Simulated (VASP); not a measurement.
Here is a VASP 6.6.1 calculation.

Contents of INCAR:

```
  ALGO = Normal
  EDIFF = 1E-6
  ENCUT = 520
  GGA = PS
  ISIF = 2
  ISMEAR = -1
  LASPH = True
  LCHARG = True
  LELF = True
  LREAL = False
  LVHAR = True
  LWAVE = False
  NBANDS = 14
  NELM = 100
  PREC = Accurate
  SIGMA = 0.05
```

File KPOINTS:

```
k-points
0
Gamma
  8 8 8
```

File POSCAR:

```
AlAu
1.0
    3.2452932315      0.0000000000      0.0000000000
    0.0000000000      3.2452932315      0.0000000000
    0.0000000000      0.0000000000      3.2452932315
Au Al
1 1
Direct
    0.5000000000      0.5000000000      0.5000000000
    0.0000000000      0.0000000000      0.0000000000
```

Potentials or basis: VASP PAW PBE potentials, release 64 (Au, Al).

The run is started by

```bash
$ cat potpaw_PBE.64/Au/POTCAR potpaw_PBE.64/Al/POTCAR > POTCAR
$ mpirun -np 1 vasp_std > vasp.out
```

(1) Predict the pressure.

(2) Estimate the band gap on the k mesh.

Results:

(1) -7.1 GPa.

(2) zero (band 7 reaches 11.99 eV, above the bottom of band 8 at 7.88 eV).

Caveat: the PAW data sets were made with another functional, which shifts forces and pressure a little; spin-orbit coupling is left out, which moves the levels of the heavy elements.
